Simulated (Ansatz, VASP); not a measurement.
## One calculation of GaSb2, two programs

File INCAR:

```
ALGO = Normal
EDIFF = 1E-6
EDIFFG = -0.04
ENCUT = 600
GGA = PE
IBRION = 2
ISIF = 3
ISMEAR = 0
LASPH = T
LCHARG = F
LREAL = F
LWAVE = F
NELM = 80
NSW = 90
PREC = Accurate
SIGMA = 0.1
```

File KPOINTS:

```
k-points
0
Gamma
  6 6 6
```

File POSCAR:

```
GaSb2
1.0
    5.2607842847      0.0000000000      0.0000000000
   -2.6303921424      4.5559728344      0.0000000000
    0.0000000000      0.0000000000      3.2862061213
Ga Sb
1 2
Direct
    0.0000000000      0.0000000000      0.0000000000
    0.3333333333      0.6666666667      0.5000000000
    0.6666666667      0.3333333333      0.5000000000
```

Input for Ansatz:

```yaml
crystal:
  lattice:
    - [5.2607842847, 0.0, 0.0]
    - [-2.6303921424, 4.5559728344, 0.0]
    - [0.0, 0.0, 3.2862061213]
  atoms:
    - { symbol: Ga, position: [0.0, 0.0, 0.0] }
    - { symbol: Sb, position: [0.3333333333, 0.6666666667, 0.5] }
    - { symbol: Sb, position: [0.6666666667, 0.3333333333, 0.5] }
basis:
  ecutwfc: 420
kpoints:
  mp_grid: { grid: [6, 6, 6] }
hamiltonian:
  xc: pbe
scf:
  occupations: { method: gaussian, width: 0.1 }
  lower_state_search: "off"
output:
  forces: true
  stress: true
  eigenvalues: true
relax:
  adjacent_minimum: "off"
  f_tol: 0.04
  max_steps: 70
  cell: { stress_tol: 0.4 }
```

Change from the starting cell: species swapped into the HfB2 type (P6/mmm, No. 191).

Alike in both runs: task relaxation of cell and atoms; functional PBE; k mesh 6 × 6 × 6; occupations gaussian, width 0.1 eV; no spin polarisation.

```csv
,VASP,Ansatz
version,VASP 6.6.1,Ansatz 0.2.0
potentials or method,"VASP PAW PBE potentials, release 64 (Ga_d, Sb), cutoff 600 eV","scalar-relativistic, plane waves, PAW"
valence electrons in the cell,23,43
```

VASP gave:

```
gap on the k mesh at the Fermi level, each at its own relaxed structure (eV) : none
relaxed volume (Å³/atom)                                                     : 26.65
relaxed cell length with the largest relative difference (Å)                 : 5.371
```

Problem. What did Ansatz give for the same quantities?

Solution. gap on the k mesh at the Fermi level, each at its own relaxed structure (eV): none; relaxed volume (Å³/atom): 26.75; relaxed cell length with the largest relative difference (Å): 5.383.

A gap of «none» marks a metal or a gap that the smearing closes. VASP's potentials hold 23 valence electrons a cell and Ansatz's 43, so a difference there can come from the potentials and not from the codes.

Neither program's run includes spin-orbit coupling.
